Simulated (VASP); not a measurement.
A run of VASP 6.6.1 is set up as follows.

File INCAR:

```
PREC = Accurate
ENCUT = 520
EDIFF = 1E-6
ISMEAR = -1
SIGMA = 0.05
LREAL = F
LASPH = T
NELM = 60
ALGO = Normal
ISIF = 2
LWAVE = F
LCHARG = F
GGA = RE
NBANDS = 63
```

File KPOINTS:

```
Automatic mesh
0
Gamma
  4 4 2
```

File POSCAR:

```
HfIn4SiO6
1.0
    5.2774300000      0.0000000000      0.0000000000
   -2.6387200000      4.5703900000      0.0000000000
    0.0000000000      0.0000000000     10.5590500000
Hf In Si O
1 4 1 6
Direct
    0.6666700000      0.3333300000      0.0000000000
    0.0000000000      0.0000000000      0.3044600000
    0.0000000000      0.0000000000      0.6955400000
    0.3333300000      0.6666700000      0.7891900000
    0.3333300000      0.6666700000      0.2108100000
    0.0000000000      0.0000000000      0.0000000000
    0.9730000000      0.7049600000      0.8997200000
    0.2950400000      0.0270000000      0.1002800000
    0.2950400000      0.2680400000      0.8997200000
    0.7319600000      0.7049600000      0.1002800000
    0.7319600000      0.0270000000      0.8997200000
    0.9730000000      0.2680400000      0.1002800000
```

Potentials or basis: VASP PAW PBE potentials, release 64 (Hf_pv, In_d, Si, O).

Run with:

```console
$ cat potpaw_PBE.64/Hf_pv/POTCAR potpaw_PBE.64/In_d/POTCAR potpaw_PBE.64/Si/POTCAR potpaw_PBE.64/O/POTCAR > POTCAR
$ mpirun -np 1 vasp_std > vasp.out
```

Q: Predict the pressure.

A: 1.2 GPa.

Q: What does it give for the band gap on the k mesh?

A: 0.38 eV (least direct gap 1.76 eV).

Stress tensor (GPa, compression positive):
```
1.19 0.00 0.00
0.00 1.19 0.00
0.00 0.00 1.31
```

Caveat: semilocal functionals underestimate gaps, and a narrow one can read as zero; the PAW data sets were made with another functional, which shifts forces and pressure a little; spin-orbit coupling is left out, which moves the levels of the heavy elements. A k mesh can miss the band edges.
